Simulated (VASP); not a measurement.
A run of VASP 6.6.1:

The input INCAR:

```
  PREC = Accurate
  ENCUT = 520
  EDIFF = 1E-6
  ISMEAR = 0
  SIGMA = 0.1
  LREAL = False
  LASPH = True
  NELM = 60
  ALGO = Fast
  ISIF = 2
  LWAVE = False
  LCHARG = False
  GGA = PE
  NBANDS = 12
```

KPOINTS

```
regular mesh
0
Gamma
  20 20 20
```

The input POSCAR:

```
Ga
1.0
    2.6886965985      0.0000000000      0.0000000000
    0.0000000000      2.6886965985      0.0000000000
    0.0000000000      0.0000000000      2.6897366100
Ga
1
Direct
    0.0000000000      0.0000000000      0.0000000000
```

Potentials or basis: VASP PAW PBE potentials, release 64 (Ga_d).

The run is started by

```sh
$ cat potpaw_PBE.64/Ga_d/POTCAR > POTCAR
$ mpirun -np 1 vasp_std > vasp.out
```

Hardware: 1 thread of Intel(R) Xeon(R) 6975P-C (Granite Rapids) (shared host).

Question: How long does it take, and how much memory?

Answer: Wall time 38 s on 1 thread of Intel(R) Xeon(R) 6975P-C (Granite Rapids), on a shared host, peak memory 0.26 GiB. Counts: scf iterations 11, k points 726.
